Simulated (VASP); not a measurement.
# Si2Ni (Fm-3m) in VASP: further runs, part 2 of 2

VASP 6.6.1.

**4. Single point, PBE, collinear spin, ferromagnetic start**

INCAR

```
SYSTEM = Si2Ni
ALGO = Normal
EDIFF = 1E-7
ENCUT = 520
GGA = PE
ISIF = 2
ISMEAR = 0
ISPIN = 2
LASPH = .TRUE.
LCHARG = .TRUE.
LELF = .TRUE.
LMAXMIX = 4
LORBIT = 11
LREAL = .FALSE.
LVHAR = .TRUE.
LWAVE = .FALSE.
MAGMOM = 0 0 1
NBANDS = 20
NELM = 150
PREC = Accurate
SIGMA = 0.1
```

KPOINTS

```
k-points
0
G
  11 11 11
  0 0 0
```

POSCAR

```
Si2Ni
1.0
    3.8226190000      0.0000000000      0.0000000000
    1.9113095000      3.3104851630      0.0000000000
    1.9113095000      1.1034950543      3.1211553437
Si Ni
2 1
Direct
    0.2500000000      0.2500000000      0.2500000000
    0.7500000000      0.7500000000      0.7500000000
    0.0000000000      0.0000000000      0.0000000000
```

Started as:

```bash
$ cat potpaw_PBE.64/Si/POTCAR potpaw_PBE.64/Ni/POTCAR > POTCAR
$ mpirun -np 1 vasp_std > vasp.out
```

It took 63 s on 1 thread of Intel Xeon Platinum 8488C (Sapphire Rapids), shared host; peak memory 0.21 GiB.

It converged, with:

```
Free energy                                           : -17.3620 eV
Pressure                                              : 3.2 GPa
Band gap on the k mesh                                : zero (filled and empty bands overlap)
Net moment                                            : 0.00 μB per cell
Valence electrons inside the program's atomic spheres : Si 1.59; Ni 9.81
```

Levels at points of the mesh, in eV from the Fermi level:
Spin up:
| k point | band 5 | band 6 | band 7 | band 8 | band 9 | band 10 | band 11 | band 12 | band 13 | band 14 |
| --- | --- | --- | --- | --- | --- | --- | --- | --- | --- | --- |
| (0.00, 0.00, 0.00) | -3.51 | -3.51 | -0.29 | 1.70 | 1.70 | 1.70 | 2.29 | 2.29 | 2.29 | 4.73 |
Spin down:
```tsv
k point	band 6	band 7	band 8	band 9	band 10	band 11	band 12	band 13
(0.00, 0.00, 0.00)	-3.51	-0.29	1.70	1.70	1.70	2.29	2.29	2.29
```

**5. Single point, PBE, collinear spin, ferromagnetic start**

INCAR

```
ALGO = Normal
EDIFF = 1E-6
ENCUT = 520
GGA = PE
ISIF = 2
ISMEAR = 0
ISPIN = 2
LASPH = T
LCHARG = T
LELF = T
LMAXMIX = 4
LORBIT = 11
LREAL = F
LVHAR = T
LWAVE = F
MAGMOM = 0 0 1
NBANDS = 20
NELM = 150
PREC = Accurate
SIGMA = 0.05
```

KPOINTS

```
k-points
0
Gamma
  11 11 11
```

POSCAR is that of step 4.

Started as:

```bash
$ cat potpaw_PBE.64/Si/POTCAR potpaw_PBE.64/Ni/POTCAR > POTCAR
$ mpirun -np 1 vasp_std > vasp.out
```

It took 65 s on 1 thread of Intel Xeon Platinum 8488C (Sapphire Rapids), shared host; peak memory 0.21 GiB.

It converged, with:

* Free energy: -17.3599 eV
* Pressure: 3.2 GPa
* Band gap on the k mesh: zero (filled and empty bands overlap)
* Net moment: 0.00 μB per cell
* Valence electrons inside the program's atomic spheres: Si 1.59; Ni 9.81

Levels at points of the mesh, in eV from the Fermi level:
Spin up:
| k point | band 6 | band 7 | band 8 | band 9 | band 10 | band 11 | band 12 | band 13 |
| --- | --- | --- | --- | --- | --- | --- | --- | --- |
| (0.00, 0.00, 0.00) | -3.51 | -0.30 | 1.70 | 1.70 | 1.70 | 2.28 | 2.28 | 2.28 |
Spin down:
| k point | band 7 | band 8 | band 9 | band 10 | band 11 | band 12 |
| --- | --- | --- | --- | --- | --- | --- |
| (0.00, 0.00, 0.00) | -0.30 | 1.70 | 1.70 | 1.70 | 2.28 | 2.28 |

**6. Single point, PBE, collinear spin, ferromagnetic start**

INCAR

```
ALGO = Normal ; EDIFF = 1E-7
ENCUT = 520 ; GGA = PE
ISIF = 2 ; ISMEAR = 0
ISPIN = 2 ; LASPH = T
LCHARG = F ; LMAXMIX = 4
LORBIT = 11 ; LREAL = F
LWAVE = F ; MAGMOM = 0 0 1
NBANDS = 20 ; NELM = 150
PREC = Accurate ; SIGMA = 0.025
```

KPOINTS is that of step 5.

POSCAR is that of step 5.

Potentials or basis: VASP PAW PBE potentials, release 64 (Si, Ni).

Started as:

```bash
$ cat potpaw_PBE.64/Si/POTCAR potpaw_PBE.64/Ni/POTCAR > POTCAR
$ mpirun -np 1 vasp_std > vasp.out
```

OUTCAR:

```text
EDIFF = 1E-7
   ENCUT = 520
   GGA = PE
   ISIF = 2
   ISMEAR = 0
   ISPIN = 2
   LASPH = T
   LORBIT = 11
   LREAL = F
   NELM = 150
   PREC = Accurate

 ion  position               nearest neighbor table
   1  0.250  0.250  0.250-   3 2.34   3 2.34   3 2.34   3 2.34   2 2.70   2 2.70   2 2.70   2 2.70
                             2 2.70   2 2.70
   2  0.750  0.750  0.750-   3 2.34   3 2.34   3 2.34   3 2.34   1 2.70   1 2.70   1 2.70   1 2.70
                             1 2.70   1 2.70
   3  0.000  0.000  0.000-   1 2.34   2 2.34   2 2.34   1 2.34   1 2.34   2 2.34   1 2.34   2 2.34

  LATTYP: Found a face centered cubic cell.
 ALAT       =     5.4059996336

  Lattice vectors:

 A1 = (   3.8226190000,   0.0000000000,   0.0000000000)
 A2 = (   1.9113095000,   3.3104851630,   0.0000000000)
 A3 = (   1.9113095000,   1.1034950543,   3.1211553437)

Analysis of symmetry for initial positions (statically):
=====================================================================
 Subroutine PRICEL returns:
 Original cell was already a primitive cell.

 Routine SETGRP: Setting up the symmetry group for a
 face centered cubic supercell.

 Subroutine GETGRP returns: Found 48 space group operations
 (whereof 48 operations were pure point group operations)
 out of a pool of 48 trial point group operations.

The static configuration has the point symmetry O_h .

Analysis of symmetry for dynamics (positions and initial velocities):
=====================================================================
 Subroutine PRICEL returns:
 Original cell was already a primitive cell.

 Routine SETGRP: Setting up the symmetry group for a
 face centered cubic supercell.

 Subroutine GETGRP returns: Found 48 space group operations
 (whereof 48 operations were pure point group operations)
 out of a pool of 48 trial point group operations.

The dynamic configuration has the point symmetry O_h .

Analysis of structural, dynamic, and magnetic symmetry:
[... 153 lines left out ...]
 number of electron      17.9999999 magnetization      -0.0000052

 Free energy of the ion-electron system (eV)
  ---------------------------------------------------
  ext. energy  EPLUGINS =         0.00000000
  ---------------------------------------------------
  free energy    TOTEN  =       -17.35918033 eV

  energy without entropy =      -17.35859555  energy(sigma->0) =      -17.35888794

 E-fermi :  10.4550     XC(G=0): -11.5863

 val. band max:       10.4392954029   @ k =   0.2727   0.1818  -0.0000
 cond. band min:      10.4580695618   @ k =   0.4545   0.3636   0.0909
 fundamental gap:      0.0187741589
 Fermi energy:        10.4550239613

 spin component 1

 k-point     1 :       0.0000    0.0000    0.0000
  band No.  band energies     occupation
      1      -3.3989      1.00000
      2       5.2511      1.00000
      3       5.2511      1.00000
      4       5.2511      1.00000
      5       6.9426      1.00000
      6       6.9426      1.00000
[... 541 lines left out ...]
     19      23.5000      0.00000
     20      25.0933      0.00000

 [... further k-points ...]

 spin component 2

 k-point     1 :       0.0000    0.0000    0.0000
  band No.  band energies     occupation
      1      -3.3989      1.00000
      2       5.2512      1.00000
      3       5.2512      1.00000
      4       5.2512      1.00000
      5       6.9425      1.00000
      6       6.9425      1.00000
[... 541 lines left out ...]
     19      23.5000      0.00000
     20      25.0933      0.00000

 [... further k-points ...]
[... 5 lines left out ...]
  --------------------------------------------------------------------------------------
  -------------------------------------------------------------------------------------
  Total        0.7977540      0.7977540      0.7977540     -0.0000000     -0.0000000     -0.0000000
  in kB       32.3602257     32.3602257     32.3602257     -0.0000000     -0.0000000     -0.0000000
  external PRESSURE =      32.3602257 kB  Pullay stress =       0.0000000 kB

 VOLUME and BASIS-vectors are now :
 -----------------------------------------------------------------------------
  energy-cutoff  :      520.00
  volume of cell :       39.50
      direct lattice vectors                 reciprocal lattice vectors
     3.822619000  0.000000000  0.000000000     0.261600751 -0.151035264 -0.106798059
     1.911309500  3.310485163  0.000000000     0.000000000  0.302070528 -0.106798059
     1.911309500  1.103495054  3.121155344     0.000000000  0.000000000  0.320394178

 POSITION                                       TOTAL-FORCE (eV/Angst)
 -----------------------------------------------------------------------------------
      1.91131      1.10350      0.78029         0.000000     -0.000000      0.000000
      5.73393      3.31049      2.34087        -0.000000      0.000000     -0.000000
      0.00000      0.00000      0.00000         0.000000      0.000000     -0.000000
 -----------------------------------------------------------------------------------
    total drift:                                0.000000     -0.000000     -0.000000

  FREE ENERGIE OF THE ION-ELECTRON SYSTEM (eV)
  ---------------------------------------------------
  free  energy   TOTEN  =       -17.3591803273 eV

  energy  without entropy=      -17.3585955485  energy(sigma->0) =      -17.35888794

 total charge

# of ion       s       p       d       tot
------------------------------------------
    1        0.741   0.845   0.000   1.586
    2        0.741   0.845   0.000   1.586
    3        0.559   0.800   8.449   9.808
--------------------------------------------------
tot          2.040   2.490   8.449  12.980

 magnetization (x)

# of ion       s       p       d       tot
------------------------------------------
    1        0.000  -0.000   0.000   0.000
    2        0.000  -0.000   0.000   0.000
    3        0.000   0.000   0.000   0.000
--------------------------------------------------
tot          0.000   0.000   0.000   0.000
```

stdout:

```text
POSCAR found type information on POSCAR SiNi
 POSCAR found :  2 types and       3 ions
 scaLAPACK will be used
 LDA part: xc-table for (Slater+PW92), standard interpolation
 POSCAR, INCAR and KPOINTS ok, starting setup
 FFT: planning ... GRIDC
 FFT: planning ... GRID_SOFT
 FFT: planning ... GRID
 WAVECAR not read
 entering main loop
```

Run time: 86 s. Hardware: 1 thread of Intel Xeon Platinum 8488C (Sapphire Rapids), shared host; peak memory 0.21 GiB.

Results:

| Item | Value |
| --- | --- |
| Free energy | -17.3592 eV |
| Pressure | 3.2 GPa |
| Band gap on the k mesh | zero (filled and empty bands overlap) |
| Net moment | 0.00 μB per cell |
| Valence electrons inside the program's atomic spheres | Si 1.59; Ni 9.81 |

**7. The runs side by side**

```csv
smearing,gap on the mesh (eV),pressure (GPa),moment (μB)
gaussian 0.25 eV,none,3.2,0.00
gaussian 0.15 eV,none,3.2,0.00
gaussian 0.1 eV,none,3.2,0.00
gaussian 0.05 eV,none,3.2,0.00
gaussian 0.025 eV,none,3.2,0.00
```

Alike in all rows: task single point; level PBE; potentials or basis VASP PAW PBE potentials, release 64 (Si, Ni); spin collinear, ferromagnetic start; cell as given; k mesh 11 × 11 × 11; cutoff (eV) 520.

Every run on the cell as given and a fine mesh finds a metal.

Total energies depend on the potentials used, so only differences within one code and one set of settings carry meaning.
